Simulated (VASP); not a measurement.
# Si2N (Cmmm) in VASP: a series of runs

Si2N is run at these levels: PBE; tasks: relaxation of cell and atoms, single point.

All numbers are computed with VASP 6.6.1; they aren't measurements. Logs are shortened: lines on timing, memory, paths and dates and some standing lists are left out, and cuts for length are marked.

## (1) The cell of the first run

It takes space group Cmmm (No. 65, orthorhombic). The conventional cell has a = 3.993 Å, b = 5.446 Å, c = 3.338 Å, α = 90.00°, β = 90.00°, γ = 90.00°. Within 1.5 Å of Si (site symmetry m2m) lie 1 Si at 1.12 Å. N (site symmetry mmm) has 12 Si at 2.66 to 2.73 Å and 6 N at 3.34 to 3.38 Å within 3.5 Å.

## (2) Relaxation of cell and atoms, PBE

Input file INCAR:

```
PREC = Accurate ; ENCUT = 600
EDIFF = 1E-7 ; ISMEAR = 0
SIGMA = 0.1 ; LREAL = False
LASPH = True ; NELM = 100
ALGO = Normal ; ISIF = 3
LWAVE = False ; LCHARG = False
GGA = PE ; IBRION = 2
NSW = 90 ; EDIFFG = -0.04
```

Input file KPOINTS:

```
Automatic mesh
0
Gamma
  6 6 6
```

Input file POSCAR:

```
Si2N
1.0
    1.9963907400     -2.7230133800      0.0000000000
    1.9963907400      2.7230133800      0.0000000000
    0.0000000000      0.0000000000      3.3380878300
Si N
2 1
Direct
    0.1030810500      0.8969189500      0.5000000000
    0.8969189500      0.1030810500      0.5000000000
    0.5000000000      0.5000000000      0.0000000000
```

Potentials or basis: VASP PAW PBE potentials, release 64 (Si, N).

Run with:

```
> cat potpaw_PBE.64/Si/POTCAR potpaw_PBE.64/N/POTCAR > POTCAR
> mpirun -np 1 vasp_std > vasp.out
```

OUTCAR:

```text
PREC = Accurate
   ENCUT = 600
   EDIFF = 1E-7
   ISMEAR = 0
   LREAL = False
   LASPH = True
   NELM = 100
   ISIF = 3
   GGA = PE
   IBRION = 2
   NSW = 90
   EDIFFG = -0.04

 ion  position               nearest neighbor table
   1  0.103  0.897  0.500-   2 1.12   2 2.56   2 2.56
   2  0.897  0.103  0.500-   1 1.12   1 2.56   1 2.56
   3  0.500  0.500  0.000-

 -----------------------------------------------------------------------------
|                                                                             |
|           W    W    AA    RRRRR   N    N  II  N    N   GGGG   !!!           |
|           W    W   A  A   R    R  NN   N  II  NN   N  G    G  !!!           |
|           W    W  A    A  R    R  N N  N  II  N N  N  G       !!!           |
|           W WW W  AAAAAA  RRRRR   N  N N  II  N  N N  G  GGG   !            |
|           WW  WW  A    A  R   R   N   NN  II  N   NN  G    G                |
|           W    W  A    A  R    R  N    N  II  N    N   GGGG   !!!           |
|                                                                             |
|     The distance between some ions is very small. Please check the          |
|     nearest-neighbor list in the OUTCAR file.                               |
|     I HOPE YOU KNOW WHAT YOU ARE DOING!                                     |
|                                                                             |
 -----------------------------------------------------------------------------

  LATTYP: Found a base centered orthorhombic cell.
 ALAT       =     3.9927814800
 B/A-ratio  =     1.3639681478
 C/A-ratio  =     0.8360306836

  Lattice vectors:

 A1 = (   1.9963907400,  -2.7230133800,   0.0000000000)
 A2 = (   1.9963907400,   2.7230133800,   0.0000000000)
 A3 = (   0.0000000000,   0.0000000000,   3.3380878300)

Analysis of symmetry for initial positions (statically):
=====================================================================
 Subroutine PRICEL returns:
 Original cell was already a primitive cell.

 Routine SETGRP: Setting up the symmetry group for a
 base centered orthorhombic supercell.

 Subroutine GETGRP returns: Found  8 space group operations
 (whereof  8 operations were pure point group operations)
 out of a pool of  8 trial point group operations.

The static configuration has the point symmetry D_2h.

Analysis of symmetry for dynamics (positions and initial velocities):
=====================================================================
 Subroutine PRICEL returns:
 Original cell was already a primitive cell.

 Routine SETGRP: Setting up the symmetry group for a
 base centered orthorhombic supercell.

 Subroutine GETGRP returns: Found  8 space group operations
 (whereof  8 operations were pure point group operations)
 out of a pool of  8 trial point group operations.

The dynamic configuration has the point symmetry D_2h.

 Subroutine INISYM returns: Found  8 space group operations
[... 109 lines left out ...]
   PSTRESS=    0.0 pullay stress
   NELECT =      13.0000    total number of electrons
   NUPDOWN=      -1.0000    fix difference up-down
   EMIN   =  10.00;   EMAX   =-10.00  energy-range for DOS
   EFERMI =   0.00;   METHOD = LEGACY
   ISMEAR =     0;   SIGMA  =   0.10  broadening in eV -4-tet -1-fermi 0-gaus
   EFERMI_NEDOS =   21; number of points for ismear=-14 and -15
   IALGO  =     38    algorithm
   IMIX   =      4    mixing-type and parameters
     AMIX     =   0.40;   BMIX     =  1.00
     AMIX_MAG =   1.60;   BMIX_MAG =  1.00
  volume/ion in A,a.u.               =      12.10        81.64
  Fermi-wavevector in a.u.,A,eV,Ry     =   1.162648  2.197086 18.391681  1.351750
  Thomas-Fermi vector in A             =   2.299207
   LORBIT       =      0    0 simple, 1 ext, 2 COOP (PROOUT), +10 PAW based schemes
   GGA     = PE    functional components
   LHFCALC =     F    Hartree Fock is set to
   AEXX    =    0.0000 exact exchange contribution
   IVDW    =     0    specifies the selected vdW correction
   LEPSILON=     F    determine dielectric tensor
   LRPA    =     F    only Hartree local field effects (RPA)
 conjugate gradient relaxation of ions
 non-spin polarized calculation
 Gauss-broadening in eV      SIGMA  =   0.10
  energy-cutoff  :      600.00
  volume of cell :       36.29
 maximum number of plane-waves:      1230
   NGX = 13   NGY = 13   NGZ = 13

--------------------------------------- Ionic step        1  -------------------------------------------

 number of electron      13.0000000 magnetization

 Free energy of the ion-electron system (eV)
  ---------------------------------------------------
  ext. energy  EPLUGINS =         0.00000000
  ---------------------------------------------------
  free energy    TOTEN  =        27.32209304 eV

  energy without entropy =       27.32991618  energy(sigma->0) =       27.32600461

------------------------ aborting loop because EDIFF is reached ----------------------------------------

  FORCE on cell =-STRESS in cart. coord.  units (eV):
  Direction    XX          YY          ZZ          XY          YZ          ZX
  --------------------------------------------------------------------------------------
  -------------------------------------------------------------------------------------
  Total       -0.3221506    145.9683943     -1.3992438      0.0000000      0.0000000      0.0000000
  in kB      -14.2215355   6443.8635554    -61.7704706      0.0000000      0.0000000      0.0000000
  external PRESSURE =    2122.6238498 kB  Pullay stress =       0.0000000 kB
[... 1367 lines left out ...]
 k-point    24 :       0.5000    0.3333    0.1667
  band No.  band energies     occupation
      1      -8.6396      2.00000
      2      -1.2476      2.00000
      3       0.3707      2.00000
      4       3.1776      2.00000
      5       6.1683      2.00000
      6       7.6175      2.00000
      7       9.2728      0.00000
      8      10.8917      0.00000
      9      11.7202      0.00000
     10      13.2503      0.00000

 [... further k-points ...]

[... ionic steps 4 to 31 ...]

--------------------------------------- Ionic step       32  -------------------------------------------

 number of electron      13.0000000 magnetization

------------------------ aborting loop because EDIFF is reached ----------------------------------------
[... 69 lines left out ...]
--------------------------------------- Ionic step       34  -------------------------------------------

 number of electron      13.0000001 magnetization

 Free energy of the ion-electron system (eV)
  ---------------------------------------------------
  ext. energy  EPLUGINS =         0.00000000
  ---------------------------------------------------
  free energy    TOTEN  =       -15.93419647 eV

  energy without entropy =      -15.92753155  energy(sigma->0) =      -15.93086401

 E-fermi :  10.1057     XC(G=0): -11.6563

 val. band max:       10.0849959716   @ k =  -0.3333   0.1667   0.3333
 cond. band min:      10.1099642368   @ k =   0.5000   0.3333   0.3333
 fundamental gap:      0.0249682652
 Fermi energy:        10.1057174914
[... 342 lines left out ...]
  FREE ENERGIE OF THE ION-ELECTRON SYSTEM (eV)
  ---------------------------------------------------
  free  energy   TOTEN  =       -15.9341964688 eV

  energy  without entropy=      -15.9275315535  energy(sigma->0) =      -15.93086401

 reached required accuracy - stopping structural energy minimisation
```

OSZICAR:

```text
N       E                     dE             d eps       ncg     rms          rms(c)
DAV:   1     0.805583366381E+02    0.80558E+02   -0.64382E+03  1040   0.123E+03
DAV:   2     0.277896306052E+02   -0.52769E+02   -0.50847E+02  1486   0.191E+02
DAV:   3     0.249048996442E+02   -0.28847E+01   -0.27733E+01  1356   0.466E+01
[... 433 lines left out ...]
DAV:   3    -0.159341990779E+02    0.84841E-05   -0.49550E-05  1258   0.580E-02    0.974E-03
DAV:   4    -0.159341968982E+02    0.21797E-05   -0.49177E-06  1120   0.185E-02    0.250E-03
DAV:   5    -0.159341966395E+02    0.25869E-06   -0.43252E-07  1006   0.615E-03    0.153E-03
DAV:   6    -0.159341965138E+02    0.12565E-06   -0.32408E-08   526   0.191E-03    0.514E-04
DAV:   7    -0.159341964688E+02    0.45001E-07   -0.33130E-09   526   0.646E-04
  34 F= -.15934196E+02 E0= -.15930864E+02  d E =-.111513E-02
```

CONTCAR:

```text
Si2N
   1.00000000000000
     1.5112165351140312   -4.2160768138479208    0.0000000000000000
     1.5112165351140312    4.2160768138479208    0.0000000000000000
     0.0000000000000000    0.0000000000000000    2.6743719105101906
  Si              N
     2     1
Direct
     0.1363521849954472    0.8636478150045526    0.5000000000000000
     0.8636478150045526    0.1363521849954472    0.5000000000000000
     0.5000000000000000    0.5000000000000000    0.0000000000000000

  0.00000000E+00  0.00000000E+00  0.00000000E+00
  0.00000000E+00  0.00000000E+00  0.00000000E+00
  0.00000000E+00  0.00000000E+00  0.00000000E+00
```

Run time: 6.1 min. Hardware: 1 thread of AMD EPYC 9R14 (Zen 4), shared host; peak memory 0.14 GiB.

Results:

```yaml
Free_energy: -15.9342 eV
Relaxed_volume: 11.36 Å³/atom
Relaxed_cell: a = 4.479 Å, b = 4.479 Å, c = 2.674 Å, α = 90.00°, β = 90.00°, γ = 140.56°
Space_group_after_relaxing_to_0.05_Å: Cmmm (No. 65)
Energy_gained_by_relaxing: 14418.8 meV/atom
Ionic_steps: 34
Pressure_after_relaxing: 0.0 GPa
Largest_force_after_relaxing: 0.032 eV/Å
```

Forces in eV/Å, atoms in the order of the input:
```
Si   0.000  0.032  0.000
Si   0.000 -0.032  0.000
N    0.000  0.000  0.000
```

Step by step:
| step | energy change (eV) | largest force (eV/Å) | pressure (GPa) | volume (Å³) |
| --- | --- | --- | --- | --- |
| 1 | 0.0000 | 129.2928 | 212.26 | 36.29 |
| 2 | -25.9091 | 0.4086 | -9.67 | 118.13 |
| 3 | -27.4349 | 2.3449 | -10.81 | 115.14 |
| 4 | -29.2677 | 1.0205 | -14.85 | 111.70 |
| 5 | -30.3132 | 1.0447 | -21.10 | 101.50 |
| 6 | 463.9387 | 2090.0146 | 493.45 | 69.26 |
| 7 | -30.2467 | 1.5347 | -5.75 | 100.22 |
| 8 | -34.1399 | 0.2121 | -22.67 | 84.83 |
| 9 | -36.9910 | 1.4636 | -25.35 | 77.07 |
| 10 | -37.7387 | 3.8199 | -15.81 | 73.17 |
| 11 | -37.8597 | 0.3927 | -22.02 | 74.74 |
| 12 | -37.9512 | 0.9480 | -19.60 | 73.98 |
| 13 | -41.2282 | 3.5095 | -13.76 | 49.54 |
| 14 | -42.0425 | 5.3470 | 4.01 | 39.20 |
| 15 | -43.1701 | 0.3587 | 0.52 | 32.69 |
| 16 | -43.1670 | 0.1326 | 1.77 | 32.27 |
| 17 | -43.1713 | 0.1795 | 0.93 | 32.54 |
| 18 | -43.1829 | 0.1381 | 0.20 | 32.82 |
| 19 | -43.2068 | 0.1405 | -0.60 | 33.32 |
| 20 | -43.2189 | 0.5087 | -3.00 | 34.29 |
| 21 | -43.2209 | 0.4231 | -2.77 | 34.13 |
| 22 | -43.2210 | 0.2123 | -1.88 | 33.73 |
| 23 | -43.2222 | 0.3096 | -2.38 | 33.95 |
| 24 | -43.2307 | 0.3289 | -1.69 | 33.92 |
| 25 | -43.2541 | 0.0253 | 1.04 | 33.79 |
| 26 | -43.0918 | 1.3966 | 6.68 | 33.43 |
| 27 | -43.2546 | 0.0000 | 1.16 | 33.78 |
| 28 | -43.2546 | 0.0869 | 1.47 | 33.76 |
| 29 | -43.2548 | 0.0374 | 1.28 | 33.77 |
| 30 | -43.2548 | 0.0553 | 1.35 | 33.77 |
| 31 | -43.2543 | 0.1118 | 0.81 | 33.98 |
| 32 | -43.2552 | 0.0785 | 1.13 | 33.85 |
| 33 | -43.2562 | 0.0102 | 0.24 | 34.03 |
| 34 | -43.2563 | 0.0322 | 0.02 | 34.08 |

Final structure:
```yaml
crystal:
  lattice:
    - [1.51122, -4.21608, 0.00000]
    - [1.51122, 4.21608, 0.00000]
    - [0.00000, 0.00000, 2.67437]
  atoms:
    - { symbol: Si, position: [0.13635, 0.86365, 0.50000] }
    - { symbol: Si, position: [0.86365, 0.13635, 0.50000] }
    - { symbol: N, position: [0.50000, 0.50000, 0.00000] }
```

## (3) Single point, PBE, collinear spin, ferromagnetic start

Input file INCAR:

```
  PREC = Accurate
  ENCUT = 520
  EDIFF = 1E-7
  ISMEAR = 0
  SIGMA = 0.1
  LREAL = F
  LASPH = T
  NELM = 150
  ALGO = Normal
  ISIF = 2
  LWAVE = F
  LCHARG = F
  ISPIN = 2
  MAGMOM = 0 0 1
  LORBIT = 11
  GGA = PE
  NBANDS = 18
```

Input file KPOINTS:

```
regular mesh
0
Gamma
  6 6 6
```

POSCAR is that of step 2.

Potentials or basis: VASP PAW PBE potentials, release 64 (Si, N).

Run with:

```
> cat potpaw_PBE.64/Si/POTCAR potpaw_PBE.64/N/POTCAR > POTCAR
> mpirun -np 1 vasp_std > vasp.out
```

Wall time 77 s (1 thread of AMD EPYC 9R14 (Zen 4), shared host); peak memory 0.16 GiB.

It converged, with:

```yaml
Free_energy: 27.3238 eV
Pressure: 212.3 GPa
Largest_force: 129.296 eV/Å
Net_moment: 0.00 μB per cell
Valence_electrons_inside_the_program's_atomic_spheres: Si 2.41; N 3.36
```

Forces on the atoms (eV/Å):
```
Si     0.000 -129.296    0.000
Si     0.000  129.296    0.000
N      0.000    0.000    0.000
```

Stress tensor (GPa, compression positive):
```
 -1.39   0.00   0.00
  0.00 644.46   0.00
  0.00   0.00  -6.14
```

Levels at points of the mesh, in eV from the Fermi level:
Spin up:
| k point | band 3 | band 4 | band 5 | band 6 | band 7 | band 8 | band 9 | band 10 |
| --- | --- | --- | --- | --- | --- | --- | --- | --- |
| (0.00, 0.00, 0.00) | -4.42 | -4.12 | -1.45 | 0.91 | 1.14 | 1.58 | 1.65 | 2.92 |
| (0.50, 0.00, 0.00) | -4.82 | -2.46 | -2.13 | -1.59 | -0.74 | 0.20 | 3.08 | 6.91 |
| (0.50, 0.50, 0.00) | -7.22 | -6.48 | -2.62 | 0.42 | 0.88 | 1.05 | 2.66 | 4.99 |
| (0.00, 0.00, 0.50) | -4.02 | -2.50 | -1.67 | -0.66 | 0.02 | 1.80 | 3.15 | 3.78 |
| (0.50, 0.00, 0.50) | -7.68 | -6.83 | -1.32 | -0.20 | 1.42 | 1.49 | 1.63 | 3.24 |
| (0.50, 0.50, 0.50) | -6.00 | -4.71 | -4.10 | -3.96 | -2.83 | -2.34 | 6.17 | 6.66 |
Spin down:
```
           k point  band 3  band 4  band 5  band 6  band 7  band 8  band 9  band 10
(0.00, 0.00, 0.00)   -4.42   -4.12   -1.45    0.91    1.14    1.58    1.65     2.92
(0.50, 0.00, 0.00)   -4.82   -2.46   -2.13   -1.59   -0.74    0.20    3.08     6.91
(0.50, 0.50, 0.00)   -7.22   -6.48   -2.62    0.42    0.88    1.05    2.66     4.99
(0.00, 0.00, 0.50)   -4.02   -2.50   -1.67   -0.66    0.02    1.80    3.15     3.78
(0.50, 0.00, 0.50)   -7.68   -6.83   -1.32   -0.20    1.42    1.49    1.63     3.24
(0.50, 0.50, 0.50)   -6.00   -4.71   -4.10   -3.96   -2.83   -2.34    6.17     6.66
```

Caveat: forces of over 1 eV/Å act on the atoms, so gaps and moduli don't describe the material at rest.
